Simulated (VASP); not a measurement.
Runs of VASP 6.6.1 on Al2Cu. Symmetry: P4/mmm, No. 123, tetragonal system. Conventional cell: a = 4.105 Å, b = 4.105 Å, c = 2.891 Å, α = 90.00°, β = 90.00°, γ = 90.00°. Al (site symmetry mmm) has 4 Cu at 2.51 Å and 6 Al at 2.89 to 2.90 Å within 3.3 Å. Cu (site symmetry 4/mmm) has 8 Al at 2.51 Å and 2 Cu at 2.89 Å within 3.3 Å. 

```tsv
k mesh	smearing	gap on the mesh (eV)	pressure (GPa)
10 × 10 × 14	fermi-dirac 0.2 eV	none	0.9
14 × 14 × 18	gaussian 0.1 eV	none	0.5
10 × 10 × 14	fermi-dirac 0.05 eV	none	0.6
14 × 14 × 20	gaussian 0.1 eV	none	0.5
10 × 10 × 14	fermi-dirac 0.3 eV	none	(a)
```

Alike in all rows: task single point; level PBE; potentials or basis VASP PAW PBE potentials, release 64 (Al, Cu); no spin polarisation; cell as given; cutoff (eV) 520.

Q: Estimate the missing entries.

A: (a) 1.3.

Caveats: so wide a smearing shifts energies and pressures (at least some runs).

A gap of «none» marks levels without a gap at the run's occupations.
